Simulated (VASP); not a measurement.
The system is GaAs.

```
CELL_PARAMETERS angstrom
0.00000 2.82685 2.82685
2.82685 0.00000 2.82685
2.82685 2.82685 0.00000
ATOMIC_POSITIONS crystal
Ga 0.00000 0.00000 0.00000
As 0.75000 0.75000 0.75000
```

Base run:

```yaml
Program: VASP 6.6.1
Functional: PBE
Potentials_or_basis: VASP PAW PBE potentials, release 64 (Ga_d, As)
Cutoff: 520 eV
k_mesh: 8 × 8 × 8
Occupations: gaussian, width 0.05 eV
Spin: no spin polarisation
```

Its results: band gap on the k mesh 0.52 eV; pressure 3.4 GPa.

Q: The run is repeated on the same cell with these changes: functional from PBE to r2SCAN-based global hybrid with 15 % exact exchange; k mesh from 8 × 8 × 8 to 4 × 4 × 4. What comes out?

A: Band gap on the k mesh 1.84 eV; pressure 0.0 GPa.

Several settings changed at once.

Caveats: some runs use coarse meshes; the cell stands under pressure (at least some runs); the PAW data sets were made with another functional, which shifts forces and pressure a little (at least some runs).

A k mesh can miss the band edges.
